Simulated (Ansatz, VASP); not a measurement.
## Two plane-wave programs on Ga3Sb

INCAR

```
SYSTEM = Ga3Sb
PREC = Accurate ; ENCUT = 600
EDIFF = 1E-7 ; ISMEAR = 0
SIGMA = 0.1 ; LREAL = .False.
LASPH = .True. ; NELM = 60
ALGO = Fast ; ISIF = 3
LWAVE = .False. ; LCHARG = .False.
GGA = PE ; IBRION = 2
NSW = 90 ; EDIFFG = -0.04
```

The input KPOINTS:

```
Automatic mesh
0
Gamma
  6 6 4
  0 0 0
```

Contents of POSCAR:

```
Ga3Sb
1.0
    3.8771394594      0.0000000000      0.0000000000
   -1.9385697297      3.3577012659      0.0000000000
    0.0000000000      0.0000000000      6.9530823032
Ga Sb
3 1
Direct
    0.3333333333      0.6666666667      0.2239925671
    0.6666666667      0.3333333333      0.7760074329
    0.0000000000      0.0000000000      0.0000000000
    0.0000000000      0.0000000000      0.5000000000
```

Input for Ansatz:

```yaml
crystal:
  lattice:
    - [3.8771394594, 0.0, 0.0]
    - [-1.9385697297, 3.3577012659, 0.0]
    - [0.0, 0.0, 6.9530823032]
  atoms:
    - { symbol: Ga, position: [0.3333333333, 0.6666666667, 0.2239925671] }
    - { symbol: Ga, position: [0.6666666667, 0.3333333333, 0.7760074329] }
    - { symbol: Ga, position: [0.0, 0.0, 0.0] }
    - { symbol: Sb, position: [0.0, 0.0, 0.5] }
basis:
  ecutwfc: 420
kpoints:
  mp_grid: { grid: [6, 6, 4] }
hamiltonian:
  xc: pbe
scf:
  occupations: { method: gaussian, width: 0.1 }
  lower_state_search: "off"
output:
  forces: true
  stress: true
  eigenvalues: true
relax:
  adjacent_minimum: "off"
  f_tol: 0.04
  max_steps: 70
  cell: { stress_tol: 0.4 }
```

Alike in both runs: task relaxation of cell and atoms; functional PBE; k mesh 6 × 6 × 4; occupations gaussian, width 0.1 eV; no spin polarisation.

```csv
,VASP,Ansatz
version,VASP 6.6.1,Ansatz 0.2.0
potentials or method,"VASP PAW PBE potentials, release 64 (Ga_d, Sb), cutoff 600 eV","scalar-relativistic, plane waves, PAW"
valence electrons in the cell,44,54
```

Ansatz gave:

- gap on the k mesh at the Fermi level, each at its own relaxed structure (eV): none
- relaxed volume (Å³/atom): 22.76
- relaxed cell length with the largest relative difference (Å): 6.951

Estimate VASP's values.

gap on the k mesh at the Fermi level, each at its own relaxed structure (eV): none; relaxed volume (Å³/atom): 22.81; relaxed cell length with the largest relative difference (Å): 6.961.

A gap of «none» marks a metal or a gap that the smearing closes. VASP's potentials hold 44 valence electrons a cell and Ansatz's 54, so a difference there can come from the potentials and not from the codes.

Neither program's run includes spin-orbit coupling.
